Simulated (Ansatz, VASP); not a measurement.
Sb in VASP and in Ansatz

File INCAR:

```
SYSTEM = Sb
PREC = Accurate ; ENCUT = 600
EDIFF = 1E-6 ; ISMEAR = -1
SIGMA = 0.05 ; LREAL = .FALSE.
LASPH = .TRUE. ; NELM = 60
ALGO = Normal ; ISIF = 3
LWAVE = .FALSE. ; LCHARG = .FALSE.
GGA = PE ; IBRION = 2
NSW = 60 ; EDIFFG = -0.005
```

The input KPOINTS:

```
Automatic mesh
0
G
  13 13 13
  0 0 0
```

File POSCAR:

```
Sb
1.0
    3.1154964611      0.0000000000      0.0000000000
    0.0000000000      3.1154964611      0.0000000000
    0.0000000000      0.0000000000      3.1154964611
Sb
1
Direct
    0.0000000000      0.0000000000      0.0000000000
```

Input for Ansatz:

```yaml
crystal:
  lattice:
    - [3.1154964611, 0.0, 0.0]
    - [0.0, 3.1154964611, 0.0]
    - [0.0, 0.0, 3.1154964611]
  atoms:
    - { symbol: Sb, position: [0.0, 0.0, 0.0] }
kpoints:
  mp_grid: { grid: [13, 13, 13] }
scf:
  occupations: { method: fermi_dirac, width: 0.05 }
hamiltonian:
  xc: pbe
  pseudopotentials: { kind: paw }
output:
  forces: true
  stress: true
relax:
  f_tol: 0.005
  max_steps: 40
  cell: {}
```

Alike in both runs: task relaxation of cell and atoms; functional PBE; k mesh 13 × 13 × 13; occupations fermi-dirac, width 0.05 eV; no spin polarisation.

```csv
,VASP,Ansatz
version,VASP 6.6.1,Ansatz 0.2.0
potentials or method,"VASP PAW PBE potentials, release 64 (Sb)","PAW with Ansatz's default frozen-core files, scalar-relativistic"
plane-wave cutoff (eV),600,420
valence electrons in the cell,5,15
```

VASP gave:

| Property | Result |
| --- | --- |
| relaxed volume (Å³/atom) | 29.98 |
| relaxed cell length with the largest relative difference (Å) | 3.107 |

**Question.** What did Ansatz give for the same quantities?

**Answer.** Relaxed volume (Å³/atom): 30.00; relaxed cell length with the largest relative difference (Å): 3.107.

VASP's potentials hold 5 valence electrons a cell and Ansatz's 15, so a difference there can come from the potentials and not from the codes.

Spin-orbit coupling is off throughout.
